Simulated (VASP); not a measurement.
MgB2: relaxation of shape and atoms at fixed volume with PBE

Crystal: MgB2.

```
Mg B
1.0
     3.10333    0.00000    0.00000
    -1.55166    2.68756    0.00000
     0.00000    0.00000    3.56697
Mg B
1 2
Cartesian
  0.0000 0.0000 0.0000
  0.0000 1.7917 1.7835
  1.5517 0.8959 1.7835
```

This cell differs from its parent crystal: volume scaled by 1.03.

| Property | Result |
| --- | --- |
| Program | VASP 6.6.1 |
| Task | relaxation of shape and atoms at fixed volume |
| Functional | PBE |
| Potentials or basis | VASP PAW PBE potentials, release 64 (Mg, B) |
| Cutoff | 600 eV |
| k mesh | 15 × 15 × 12 |
| Occupations | gaussian, width 0.1 eV |
| Spin | no spin polarisation |
| Dipole correction | no |
| Further INCAR settings | ALGO = Normal; EDIFF = 1e-06; IBRION = 2; EDIFFG = -0.01; NSW = 50; ISIF = 4 |

```
Energy gained by relaxing : 0.2 meV/atom
Ionic steps               : 3
Pressure after relaxing   : -4.3 GPa
Band gap on the k mesh    : zero (band 4 reaches 6.82 eV, above the bottom of band 5 at 3.16 eV)
```

The path:
| step | energy change (eV) | largest force (eV/Å) | pressure (GPa) | volume (Å³) |
| --- | --- | --- | --- | --- |
| 1 | 0.0000 | 0.0000 | -4.54 | 29.75 |
| 2 | -0.0005 | 0.0000 | -4.35 | 29.75 |
| 3 | -0.0006 | 0.0000 | -4.30 | 29.75 |

Final structure:
```cif
data_structure
_symmetry_space_group_name_H-M 'P 1'
_symmetry_Int_Tables_number 1
_cell_length_a 3.0972
_cell_length_b 3.0972
_cell_length_c 3.5811
_cell_angle_alpha 90.000
_cell_angle_beta 90.000
_cell_angle_gamma 120.000
_cell_volume 29.75
loop_
_atom_site_label
_atom_site_type_symbol
_atom_site_fract_x
_atom_site_fract_y
_atom_site_fract_z
_atom_site_occupancy
Mg1 Mg 0.00000 0.00000 0.00000 1
B1 B 0.33333 0.66667 0.50000 1
B2 B 0.66667 0.33333 0.50000 1
```

Levels at points of the mesh, in eV from the Fermi level:
```csv
k point,band 1,band 2,band 3,band 4,band 5,band 6,band 7,band 8
"(0.00, 0.00, 0.00)",-12.27,-3.00,0.41,0.41,1.40,6.33,6.33,8.02
"(0.00, 0.00, 0.50)",-11.07,-7.33,0.75,0.75,6.65,6.65,7.95,9.45
```

Run time: 61 s on 1 thread of Intel Xeon 6975P-C, with other jobs on the host, peak memory 0.21 GiB.

Caveat: the cell differs from its parent crystal (volume scaled by 1.03).
